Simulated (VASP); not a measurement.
Set up this calculation in VASP 6.6.1, as the native input.

| Item | Value |
| --- | --- |
| Task | single point |
| Functional | PBE |
| Potentials or basis | VASP PAW PBE potentials, release 64 (Ca_sv, Si, Se) |
| Cutoff | 520 eV |
| k mesh | 8 × 8 × 8 |
| Occupations | gaussian, width 0.1 eV |
| Spin | no spin polarisation |
| Dipole correction | no |
| Further INCAR settings | ALGO = Normal; EDIFF = 1e-06; NBANDS = 33 |

The structure of CaSi3Se4 lies in POSCAR:

```
CaSi3Se4
1.0
    5.6218073226      0.0000000000      0.0000000000
    0.0000000000      5.6218073226      0.0000000000
    0.0000000000      0.0000000000      5.6218073226
Ca Si Se
1 3 4
Direct
    0.5000000000      0.5000000000      0.5000000000
    0.5000000000      0.0000000000      0.0000000000
    0.0000000000      0.5000000000      0.0000000000
    0.0000000000      0.0000000000      0.5000000000
    0.0000000000      0.5000000000      0.5000000000
    0.5000000000      0.0000000000      0.5000000000
    0.5000000000      0.5000000000      0.0000000000
    0.0000000000      0.0000000000      0.0000000000
```

One way to write it, as run:

INCAR

```
PREC = Accurate
ENCUT = 520
EDIFF = 1E-6
ISMEAR = 0
SIGMA = 0.1
LREAL = F
LASPH = T
NELM = 100
ALGO = Normal
ISIF = 2
LWAVE = F
LCHARG = F
GGA = PE
NBANDS = 33
```

KPOINTS

```
Automatic mesh
0
Gamma
  8 8 8
```

Potentials or basis: VASP PAW PBE potentials, release 64 (Ca_sv, Si, Se).

Command:

```bash
$ cat potpaw_PBE.64/Ca_sv/POTCAR potpaw_PBE.64/Si/POTCAR potpaw_PBE.64/Se/POTCAR > POTCAR
$ mpirun -np 1 vasp_std > vasp.out
```

Results of the run:

```yaml
Pressure: 0.1 GPa
Band_gap_on_the_k_mesh: zero (filled and empty bands touch)
```

It took 100 s on 1 thread of Intel(R) Xeon(R) 6975P-C (Granite Rapids), with other jobs on the host, peak memory 0.37 GiB.
